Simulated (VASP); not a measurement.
# SiC (F-43m) in VASP: a series of runs

SiC is run at these levels: b88 exchange, pbe correlation; tasks: single point.

All numbers are computed with VASP 6.6.1; they aren't measurements. Logs are shortened: lines on timing, memory, paths and dates and some standing lists are left out, and cuts for length are marked.

### Step 1. The cell of the first run

Symmetry: F-43m, No. 216, cubic system. Conventional cell: a = 4.299 Å, b = 4.299 Å, c = 4.299 Å, α = 90.00°, β = 90.00°, γ = 90.00°. Si (site symmetry -43m) has 4 C at 1.86 Å within 2.5 Å. Within 2.5 Å of C (site symmetry -43m) lie 4 Si at 1.86 Å.

### Step 2. Single point, b88 exchange, pbe correlation

Contents of INCAR:

```
SYSTEM = SiC
ALGO = Normal
EDIFF = 1E-6
ENCUT = 600
GGA = LIBXC
GGA_COMPAT = .False.
ISIF = 2
ISMEAR = -1
LASPH = .True.
LCHARG = .True.
LELF = .True.
LIBXC1 = GGA_X_B88
LIBXC2 = GGA_C_PBE
LREAL = .False.
LVHAR = .True.
LWAVE = .False.
NBANDS = 11
NELM = 120
PREC = Accurate
SIGMA = 0.05
```

Contents of KPOINTS:

```
k-points
0
Gamma
  10 10 10
  0 0 0
```

Contents of POSCAR:

```
SiC
1.0
    0.0000000000      2.1495504440      2.1495504440
    2.1495504440      0.0000000000      2.1495504440
    2.1495504440      2.1495504440      0.0000000000
Si C
1 1
Direct
    0.0000000000      0.0000000000      0.0000000000
    0.7500000000      0.7500000000      0.7500000000
```

Potentials or basis: VASP PAW PBE potentials, release 64 (Si, C).

Command:

```sh
> cat potpaw_PBE.64/Si/POTCAR potpaw_PBE.64/C/POTCAR > POTCAR
> mpirun -np 1 vasp_std > vasp.out
```

OUTCAR:

```text
SYSTEM = SiC
   EDIFF = 1E-6
   ENCUT = 600
   GGA = LIBXC
   ISIF = 2
   ISMEAR = -1
   LASPH = .True.
   LREAL = .False.
   NELM = 120
   PREC = Accurate

 ion  position               nearest neighbor table
   1  0.000  0.000  0.000-   2 1.86   2 1.86   2 1.86   2 1.86
   2  0.750  0.750  0.750-   1 1.86   1 1.86   1 1.86   1 1.86

  LATTYP: Found a face centered cubic cell.
 ALAT       =     4.2991008880

  Lattice vectors:

 A1 = (   0.0000000000,   2.1495504440,   2.1495504440)
 A2 = (   2.1495504440,   0.0000000000,   2.1495504440)
 A3 = (   2.1495504440,   2.1495504440,   0.0000000000)

Analysis of symmetry for initial positions (statically):
=====================================================================
 Subroutine PRICEL returns:
 Original cell was already a primitive cell.

 Routine SETGRP: Setting up the symmetry group for a
 face centered cubic supercell.

 Subroutine GETGRP returns: Found 24 space group operations
 (whereof 24 operations were pure point group operations)
 out of a pool of 48 trial point group operations.

The static configuration has the point symmetry T_d .

Analysis of symmetry for dynamics (positions and initial velocities):
=====================================================================
 Subroutine PRICEL returns:
 Original cell was already a primitive cell.

 Routine SETGRP: Setting up the symmetry group for a
 face centered cubic supercell.

 Subroutine GETGRP returns: Found 24 space group operations
 (whereof 24 operations were pure point group operations)
 out of a pool of 48 trial point group operations.

The dynamic configuration has the point symmetry T_d .

 Subroutine INISYM returns: Found 24 space group operations
 (whereof 24 operations are pure point group operations),
 and found     1 'primitive' translations

----------------------------------------------------------------------------------------

                                     Primitive cell

  volume of cell :      19.8643

  direct lattice vectors                    reciprocal lattice vectors
     0.000000000  2.149550444  2.149550444    -0.232606777  0.232606777  0.232606777
     2.149550444  0.000000000  2.149550444     0.232606777 -0.232606777  0.232606777
     2.149550444  2.149550444  0.000000000     0.232606777  0.232606777 -0.232606777

  length of vectors
     3.039923391  3.039923391  3.039923391     0.402886755  0.402886755  0.402886755

  position of ions in fractional coordinates (direct lattice)
     0.000000000  0.000000000  0.000000000
     0.750000000  0.750000000  0.750000000

  ion indices of the primitive-cell ions
   primitive index   ion index
                 1           1
                 2           2

----------------------------------------------------------------------------------------

 KPOINTS: k-points

Automatic generation of k-mesh.
 Grid dimensions read from file:
 generate k-points for:   10   10   10

 Generating k-lattice:

  Cartesian coordinates                     Fractional coordinates (reciprocal lattice)
    -0.023260678  0.023260678  0.023260678     0.100000000  0.000000000  0.000000000
     0.023260678 -0.023260678  0.023260678     0.000000000  0.100000000  0.000000000
     0.023260678  0.023260678 -0.023260678     0.000000000  0.000000000  0.100000000

  Length of vectors
     0.040288676  0.040288676  0.040288676

  Shift w.r.t. Gamma in fractional coordinates (k-lattice)
     0.000000000  0.000000000  0.000000000

 Subroutine IBZKPT returns following result:
 ===========================================

 Found     47 irreducible k-points:

 Following reciprocal coordinates:
            Coordinates               Weight
  0.000000  0.000000  0.000000      1.000000
  0.100000  0.000000  0.000000      8.000000
  0.200000  0.000000  0.000000      8.000000
  0.300000  0.000000  0.000000      8.000000
  0.400000  0.000000  0.000000      8.000000
  0.500000  0.000000  0.000000      4.000000
[... 16 lines left out ...]
  0.300000  0.300000  0.000000      6.000000
  0.400000  0.300000  0.000000     24.000000
 [... further k-points ...]
   k-points           NKPTS =     47   k-points in BZ     NKDIM =     47   number of bands    NBANDS=     11
   number of dos      NEDOS =    301   number of ions     NIONS =      2
   total plane-waves  NPLWV =  13824
   dimension x,y,z NGX =    24 NGY =   24 NGZ =   24
   dimension x,y,z NGXF=    48 NGYF=   48 NGZF=   48
   ions per type =               1   1
   NGX,Y,Z   is equivalent  to a cutoff of  13.13, 13.13, 13.13 a.u.
   NGXF,Y,Z  is equivalent  to a cutoff of  26.25, 26.25, 26.25 a.u.
 SYSTEM =  SiC
   PREC   = accura    normal or accurate (medium, high low for compatibility)
   ISTART =      0    job   : 0-new  1-cont  2-samecut
   ICHARG =      2    charge: 1-file 2-atom 10-const
   ISPIN  =      1    spin polarized calculation?
   LNONCOLLINEAR =      F non collinear calculations
   LSORBIT =      F    spin-orbit coupling
   LASPH  =      T    aspherical Exc in radial PAW
   ENCUT  =  600.0 eV  44.10 Ry    6.64 a.u.   6.07  6.07  6.07*2*pi/ulx,y,z
   NELM   =    120;   NELMIN=  2; NELMDL= -5     # of ELM steps
   EDIFF  = 0.1E-05   stopping-criterion for ELM
   LREAL  =      F    real-space projection
   EDIFFG = 0.1E-04   stopping-criterion for IOM
   NSW    =      0    number of steps for IOM
   IBRION =     -1    ionic relax: 0-MD 1-quasi-New 2-CG
   NFREE  =      0    steps in history (QN), initial steepest desc. (CG)
   ISIF   =      2    stress and relaxation
   ISYM   =      2    0-nonsym 1-usesym 2-fastsym
   POTIM  = 0.5000    time-step for ionic-motion
   TEBEG  =    0.0;   TEEND  =   0.0 temperature during run
   PSTRESS=    0.0 pullay stress
   NELECT =       8.0000    total number of electrons
   NUPDOWN=      -1.0000    fix difference up-down
   EMIN   =  10.00;   EMAX   =-10.00  energy-range for DOS
   EFERMI =   0.00;   METHOD = LEGACY
   ISMEAR =    -1;   SIGMA  =   0.05  broadening in eV -4-tet -1-fermi 0-gaus
   EFERMI_NEDOS =   21; number of points for ismear=-14 and -15
   IALGO  =     38    algorithm
   IMIX   =      4    mixing-type and parameters
     AMIX     =   0.40;   BMIX     =  1.00
     AMIX_MAG =   1.60;   BMIX_MAG =  1.00
  volume/ion in A,a.u.               =       9.93        67.03
  Fermi-wavevector in a.u.,A,eV,Ry     =   1.208965  2.284613 19.886237  1.461597
  Thomas-Fermi vector in A             =   2.344557
   LORBIT       =      0    0 simple, 1 ext, 2 COOP (PROOUT), +10 PAW based schemes
   GGA     = LIBXC    functional components
   LHFCALC =     F    Hartree Fock is set to
   AEXX    =    0.0000 exact exchange contribution
   IVDW    =     0    specifies the selected vdW correction
   LEPSILON=     F    determine dielectric tensor
   LRPA    =     F    only Hartree local field effects (RPA)
 non-spin polarized calculation
  energy-cutoff  :      600.00
  volume of cell :       19.86
 maximum number of plane-waves:       678
   NGX = 13   NGY = 13   NGZ = 13

 number of electron       7.9999999 magnetization

 Free energy of the ion-electron system (eV)
  ---------------------------------------------------
  ext. energy  EPLUGINS =         0.00000000
  ---------------------------------------------------
  free energy    TOTEN  =       -14.81758214 eV

  energy without entropy =      -14.81758212  energy(sigma->0) =      -14.81758213

 E-fermi :   9.2310     XC(G=0): -11.5557

 val. band max:        8.5470250795   @ k =   0.0000   0.0000   0.0000
 cond. band min:       9.8739101234   @ k =   0.5000   0.5000   0.0000
 fundamental gap:      1.3268850439
 Fermi energy:         9.2310081060

 k-point     1 :       0.0000    0.0000    0.0000
  band No.  band energies     occupation
      1      -7.1753      2.00000
      2       8.5470      2.00000
      3       8.5470      2.00000
      4       8.5470      2.00000
      5      15.2542      0.00000
      6      16.1554      0.00000
      7      16.1554      0.00000
      8      16.1554      0.00000
      9      23.3056      0.00000
     10      23.3056      0.00000
     11      25.6777      0.00000

 k-point     2 :       0.1000    0.0000    0.0000
  band No.  band energies     occupation
      1      -6.9737      2.00000
      2       7.5335      2.00000
      3       8.4128      2.00000
      4       8.4128      2.00000
      5      15.4533      0.00000
      6      16.4042      0.00000
      7      16.4042      0.00000
      8      16.4875      0.00000
      9      22.3238      0.00000
     10      22.3238      0.00000
     11      25.1888      0.00000

 k-point     3 :       0.2000    0.0000    0.0000
  band No.  band energies     occupation
      1      -6.3774      2.00000
      2       5.3776      2.00000
      3       8.1043      2.00000
      4       8.1043      2.00000
      5      15.1202      0.00000
      6      16.7527      0.00000
      7      16.7527      0.00000
      8      17.7206      0.00000
      9      21.6507      0.00000
     10      21.6507      0.00000
     11      24.2839      0.00000

 k-point     4 :       0.3000    0.0000    0.0000
  band No.  band energies     occupation
      1      -5.4214      2.00000
      2       3.0072      2.00000
      3       7.7862      2.00000
      4       7.7862      2.00000
      5      14.7117      0.00000
      6      16.5576      0.00000
      7      16.5576      0.00000
      8      18.6364      0.00000
      9      22.5415      0.00000
     10      22.5415      0.00000
     11      24.0878      0.00000
[... 239 lines left out ...]
 k-point    22 :      -0.2000    0.2000    0.0000
  band No.  band energies     occupation
      1      -5.1013      2.00000
      2       3.6849      2.00000
      3       5.2586      2.00000
      4       7.9020      2.00000
      5      15.3234      0.00000
      6      16.9014      0.00000
      7      17.2058      0.00000
      8      18.0700      0.00000
      9      20.2559      0.00000
     10      24.3938      0.00000
     11      28.1678      0.00000

 k-point    23 :       0.3000    0.3000    0.0000
  band No.  band energies     occupation
      1      -4.8284      2.00000
      2       4.1784      2.00000
      3       6.1313      2.00000
      4       6.1313      2.00000
      5      11.7908      0.00000
      6      14.3291      0.00000
      7      20.4929      0.00000
      8      20.4929      0.00000
      9      21.4463      0.00000
     10      25.9681      0.00000
     11      30.7169      0.00000

 k-point    24 :       0.4000    0.3000    0.0000
  band No.  band energies     occupation
      1      -3.9286      2.00000
      2       2.9233      2.00000
      3       5.3199      2.00000
      4       5.8631      2.00000
      5      11.4562      0.00000
      6      14.3538      0.00000
      7      20.6168      0.00000
      8      20.8754      0.00000
      9      22.8035      0.00000
     10      27.0147      0.00000
     11      30.4442      0.00000

 [... further k-points ...]

------------------------ aborting loop because EDIFF is reached ----------------------------------------

  FORCE on cell =-STRESS in cart. coord.  units (eV):
  Direction    XX          YY          ZZ          XY          YZ          ZX
  --------------------------------------------------------------------------------------
  -------------------------------------------------------------------------------------
  Total        1.6296857      1.6296857      1.6296857      0.0000000     -0.0000000     -0.0000000
  in kB      131.4442233    131.4442233    131.4442233      0.0000000     -0.0000000     -0.0000000
  external PRESSURE =     131.4442233 kB  Pullay stress =       0.0000000 kB

 VOLUME and BASIS-vectors are now :
 -----------------------------------------------------------------------------
  energy-cutoff  :      600.00
  volume of cell :       19.86
      direct lattice vectors                 reciprocal lattice vectors
     0.000000000  2.149550444  2.149550444    -0.232606777  0.232606777  0.232606777
     2.149550444  0.000000000  2.149550444     0.232606777 -0.232606777  0.232606777
     2.149550444  2.149550444  0.000000000     0.232606777  0.232606777 -0.232606777

 POSITION                                       TOTAL-FORCE (eV/Angst)
 -----------------------------------------------------------------------------------
      0.00000      0.00000      0.00000         0.000000      0.000000      0.000000
      3.22433      3.22433      3.22433        -0.000000     -0.000000     -0.000000
 -----------------------------------------------------------------------------------
    total drift:                               -0.000000     -0.000000     -0.000000

  FREE ENERGIE OF THE ION-ELECTRON SYSTEM (eV)
  ---------------------------------------------------
  free  energy   TOTEN  =       -14.8175821403 eV

  energy  without entropy=      -14.8175821172  energy(sigma->0) =      -14.81758213
```

Wall time 7.9 s (1 thread of Intel Xeon Platinum 8259CL at 2.50GHz (Skylake/Cascade Lake), shared host); peak memory 0.14 GiB.

What came out:

| Item | Value |
| --- | --- |
| Free energy | -14.8176 eV |
| Pressure | 13.1 GPa |
| Band gap on the k mesh | 1.33 eV (least direct gap 4.59 eV) |

Caveat: the cell stands under pressure; the PAW data sets were made with another functional, which shifts forces and pressure a little. A k mesh can miss the band edges.

### Step 3. Single point, b88 exchange, pbe correlation

This run uses another cell than the first one, of 10.14 Å³/atom.

Contents of INCAR:

```
  PREC = Accurate
  ENCUT = 600
  EDIFF = 1E-6
  ISMEAR = -1
  SIGMA = 0.05
  LREAL = False
  LASPH = True
  NELM = 120
  ALGO = Normal
  ISIF = 2
  LWAVE = False
  LCHARG = True
  GGA = LIBXC
  LIBXC1 = GGA_X_B88
  LIBXC2 = GGA_C_PBE
  LELF = True
  LVHAR = True
  NBANDS = 11
  GGA_COMPAT = False
```

Contents of KPOINTS:

```
Automatic mesh
0
Gamma
  10 10 10
```

Contents of POSCAR:

```
SiC
1.0
    0.0000000000      2.1643753983      2.1643753983
    2.1643753983      0.0000000000      2.1643753983
    2.1643753983      2.1643753983      0.0000000000
Si C
1 1
Direct
    0.0000000000      0.0000000000      0.0000000000
    0.7500000000      0.7500000000      0.7500000000
```

Potentials or basis: VASP PAW PBE potentials, release 64 (Si, C).

Command:

```sh
> cat potpaw_PBE.64/Si/POTCAR potpaw_PBE.64/C/POTCAR > POTCAR
> mpirun -np 1 vasp_std > vasp.out
```

Wall time 8.4 s (1 thread of Intel Xeon Platinum 8259CL at 2.50GHz (Skylake/Cascade Lake), shared host); peak memory 0.13 GiB.

Results (log left out):

```
Free energy            : -14.8451 eV
Pressure               : 7.9 GPa
Band gap on the k mesh : 1.35 eV (least direct gap 4.57 eV)
```

Levels at points of the mesh, in eV from the valence-band top:
```tsv
k point	band 1	band 2	band 3	band 4	band 5	band 6	band 7	band 8	band 9
(0.00, 0.00, 0.00)	-15.56	0.00	0.00	0.00	6.46	7.46	7.46	7.46	14.63
(0.50, 0.00, 0.00)	-11.92	-8.64	-1.05	-1.05	5.62	7.32	7.32	10.17	16.44
(0.50, 0.50, 0.00)	-10.46	-7.85	-3.22	-3.22	1.35	4.40	14.27	14.27	15.05
```

Caveat: the cell stands under pressure; the PAW data sets were made with another functional, which shifts forces and pressure a little. A k mesh can miss the band edges.
